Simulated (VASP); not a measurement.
# YbSe2 (Fm-3m) in VASP: single point with PBE

Aim: the single point of YbSe2 with PBE.

Everything below comes from runs of VASP 6.6.1. Logs are shortened: lines on timing, memory, paths and dates and some standing lists are left out, and cuts for length are marked.

**1. The cell of the first run**

It takes space group Fm-3m (No. 225, cubic). Conventional cell: a = 7.037 Å, b = 7.037 Å, c = 7.037 Å, α = 90.00°, β = 90.00°, γ = 90.00°. Yb (site symmetry m-3m) has 8 Se at 3.05 Å within 4.0 Å. Se (site symmetry -43m) has 4 Yb at 3.05 Å and 6 Se at 3.52 Å within 4.0 Å.

**2. Single point, PBE, collinear spin (29.04 Å³/atom)**

Input file INCAR:

```
SYSTEM = YbSe2
PREC = Accurate ; ENCUT = 520
EDIFF = 1E-6 ; ISMEAR = 0
SIGMA = 0.05 ; LREAL = .FALSE.
LASPH = .TRUE. ; NELM = 150
ALGO = Normal ; ISIF = 2
LWAVE = .FALSE. ; LCHARG = .FALSE.
ISPIN = 2 ; MAGMOM = 0.05 0 0
LORBIT = 11 ; LMAXMIX = 6
GGA = PE ; NBANDS = 29
```

Input file KPOINTS:

```
Automatic mesh
0
G
  10 10 10
  0 0 0
```

Input file POSCAR:

```
YbSe2
1.0
    0.0000000000      3.5186297138      3.5186297138
    3.5186297138      0.0000000000      3.5186297138
    3.5186297138      3.5186297138      0.0000000000
Yb Se
1 2
Direct
    0.0000000000      0.0000000000      0.0000000000
    0.2500000000      0.2500000000      0.2500000000
    0.7500000000      0.7500000000      0.7500000000
```

Potentials or basis: VASP PAW PBE potentials, release 64 (Yb, Se).

Started as:

```
cat potpaw_PBE.64/Yb/POTCAR potpaw_PBE.64/Se/POTCAR > POTCAR
mpirun -np 1 vasp_std > vasp.out
```

OUTCAR:

```text
SYSTEM = YbSe2
   PREC = Accurate
   ENCUT = 520
   EDIFF = 1E-6
   ISMEAR = 0
   LREAL = .FALSE.
   LASPH = .TRUE.
   NELM = 150
   ISIF = 2
   ISPIN = 2
   LORBIT = 11
   GGA = PE

 ion  position               nearest neighbor table
   1  0.000  0.000  0.000-   2 3.05   3 3.05   3 3.05   3 3.05   3 3.05   2 3.05   2 3.05   2 3.05

   2  0.250  0.250  0.250-   1 3.05   1 3.05   1 3.05   1 3.05
   3  0.750  0.750  0.750-   1 3.05   1 3.05   1 3.05   1 3.05

  LATTYP: Found a face centered cubic cell.
 ALAT       =     7.0372594276

  Lattice vectors:

 A1 = (   0.0000000000,   3.5186297138,   3.5186297138)
 A2 = (   3.5186297138,   0.0000000000,   3.5186297138)
 A3 = (   3.5186297138,   3.5186297138,   0.0000000000)

Analysis of symmetry for initial positions (statically):
=====================================================================
 Subroutine PRICEL returns:
 Original cell was already a primitive cell.

 Routine SETGRP: Setting up the symmetry group for a
 face centered cubic supercell.

 Subroutine GETGRP returns: Found 48 space group operations
 (whereof 48 operations were pure point group operations)
 out of a pool of 48 trial point group operations.

The static configuration has the point symmetry O_h .

Analysis of symmetry for dynamics (positions and initial velocities):
=====================================================================
 Subroutine PRICEL returns:
 Original cell was already a primitive cell.

 Routine SETGRP: Setting up the symmetry group for a
 face centered cubic supercell.

 Subroutine GETGRP returns: Found 48 space group operations
 (whereof 48 operations were pure point group operations)
 out of a pool of 48 trial point group operations.

The dynamic configuration has the point symmetry O_h .

Analysis of structural, dynamic, and magnetic symmetry:
=====================================================================
 Subroutine PRICEL returns:
 Original cell was already a primitive cell.

 Routine SETGRP: Setting up the symmetry group for a
 face centered cubic supercell.

 Subroutine GETGRP returns: Found 48 space group operations
 (whereof 48 operations were pure point group operations)
 out of a pool of 48 trial point group operations.

The overall configuration has the point symmetry O_h .

 Subroutine INISYM returns: Found 48 space group operations
 (whereof 48 operations are pure point group operations),
 and found     1 'primitive' translations

[... 117 lines left out ...]
  volume/ion in A,a.u.               =      29.04       195.99
  Fermi-wavevector in a.u.,A,eV,Ry     =   1.219342  2.304222 20.229064  1.486794
  Thomas-Fermi vector in A             =   2.354597
   LORBIT       =     11    0 simple, 1 ext, 2 COOP (PROOUT), +10 PAW based schemes
   GGA     = PE    functional components
   LHFCALC =     F    Hartree Fock is set to
   AEXX    =    0.0000 exact exchange contribution
   IVDW    =     0    specifies the selected vdW correction
   LEPSILON=     F    determine dielectric tensor
   LRPA    =     F    only Hartree local field effects (RPA)
 spin polarized calculation
 Gauss-broadening in eV      SIGMA  =   0.05
  energy-cutoff  :      520.00
  volume of cell :       87.13
 maximum number of plane-waves:      2397
 NGX is ok and might be reduce to    40
   NGX = 19   NGY = 19   NGZ = 19

 number of electron      36.0000001 magnetization      -0.0019300

 number of electron      36.0000001 magnetization       0.0212102

 Free energy of the ion-electron system (eV)
  ---------------------------------------------------
  ext. energy  EPLUGINS =         0.00000000
  ---------------------------------------------------
  free energy    TOTEN  =       -13.72060421 eV

  energy without entropy =      -13.71218617  energy(sigma->0) =      -13.71639519

 E-fermi :   1.4815     XC(G=0):  -9.1352

 val. band max:        1.4807407791   @ k =  -0.4000   0.5000   0.1000
 cond. band min:       1.4828429507   @ k =   0.5000   0.2000   0.1000
 fundamental gap:      0.0021021716
 Fermi energy:         1.4815272089

 spin component 1

 k-point     1 :       0.0000    0.0000    0.0000
  band No.  band energies     occupation
      1     -49.8461      1.00000
      2     -22.0475      1.00000
      3     -22.0475      1.00000
      4     -22.0475      1.00000
      5     -11.1877      1.00000
      6      -9.3918      1.00000
[... 757 lines left out ...]
     28      11.4849      0.00000
     29      12.0385      0.00000

 [... further k-points ...]

 spin component 2

 k-point     1 :       0.0000    0.0000    0.0000
  band No.  band energies     occupation
      1     -49.8400      1.00000
      2     -22.0432      1.00000
      3     -22.0432      1.00000
      4     -22.0432      1.00000
      5     -11.1852      1.00000
      6      -9.3891      1.00000
[... 757 lines left out ...]
     28      11.4864      0.00000
     29      12.0356      0.00000

 [... further k-points ...]
[... 5 lines left out ...]
  --------------------------------------------------------------------------------------
  -------------------------------------------------------------------------------------
  Total       -3.0858778     -3.0858778     -3.0858778     -0.0000000      0.0000000     -0.0000000
  in kB      -56.7464385    -56.7464385    -56.7464385     -0.0000000      0.0000000     -0.0000000
  external PRESSURE =     -56.7464385 kB  Pullay stress =       0.0000000 kB

 VOLUME and BASIS-vectors are now :
 -----------------------------------------------------------------------------
  energy-cutoff  :      520.00
  volume of cell :       87.13
      direct lattice vectors                 reciprocal lattice vectors
     0.000000000  3.518629714  3.518629714    -0.142100772  0.142100772  0.142100772
     3.518629714  0.000000000  3.518629714     0.142100772 -0.142100772  0.142100772
     3.518629714  3.518629714  0.000000000     0.142100772  0.142100772 -0.142100772

 POSITION                                       TOTAL-FORCE (eV/Angst)
 -----------------------------------------------------------------------------------
      0.00000      0.00000      0.00000        -0.000000      0.000000     -0.000000
      1.75931      1.75931      1.75931         0.000000     -0.000000     -0.000000
      5.27794      5.27794      5.27794         0.000000     -0.000000      0.000000
 -----------------------------------------------------------------------------------
    total drift:                               -0.000000      0.000000      0.000000

  FREE ENERGIE OF THE ION-ELECTRON SYSTEM (eV)
  ---------------------------------------------------
  free  energy   TOTEN  =       -13.7206042124 eV

  energy  without entropy=      -13.7121861665  energy(sigma->0) =      -13.71639519

 total charge

# of ion       s       p       d       f       tot
--------------------------------------------------
    1        2.118   5.997   0.341  13.481  21.938
    2        1.473   2.280   0.014   0.000   3.767
    3        1.473   2.280   0.014   0.000   3.767
--------------------------------------------------
tot          5.064  10.558   0.369  13.481  29.473

 magnetization (x)

# of ion       s       p       d       f       tot
--------------------------------------------------
    1       -0.000  -0.000   0.000   0.013   0.013
    2        0.000   0.002   0.000   0.000   0.002
    3        0.000   0.002   0.000   0.000   0.002
--------------------------------------------------
tot          0.000   0.004   0.000   0.013   0.018
```

Run time: 33 min. Hardware: 1 thread of Oxide Virtual Turin-like, shared host; peak memory 0.4 GiB.

Results:

```yaml
Free_energy: -13.7206 eV
Pressure: -5.7 GPa
Band_gap_on_the_k_mesh: zero (filled and empty bands overlap)
Net_moment: 0.02 μB per cell
Valence_electrons_inside_the_program's_atomic_spheres: Yb 21.94; Se 3.77
```

Levels at points of the mesh, in eV from the Fermi level:
Spin up:
```
           k point  band 15  band 16  band 17  band 18  band 19  band 20  band 21  band 22
(0.00, 0.00, 0.00)    -0.38    -0.38     0.35     0.35     0.35     3.54     3.54     3.66
(0.50, 0.00, 0.00)    -0.37    -0.37    -0.28    -0.25    -0.25     4.18     4.18     5.25
(0.50, 0.50, 0.00)    -0.34    -0.34    -0.04    -0.04     1.14     2.56     4.91     5.12
```
Spin down:
| k point | band 16 | band 17 | band 18 | band 19 | band 20 | band 21 |
| --- | --- | --- | --- | --- | --- | --- |
| (0.00, 0.00, 0.00) | -0.37 | 0.35 | 0.35 | 0.35 | 3.54 | 3.54 |
| (0.50, 0.00, 0.00) | -0.36 | -0.26 | -0.24 | -0.24 | 4.18 | 4.18 |
| (0.50, 0.50, 0.00) | -0.33 | -0.04 | -0.04 | 1.14 | 2.56 | 4.91 |

Caveat: the cell stands under tension; spin-orbit coupling is left out, which moves the levels of the heavy elements.
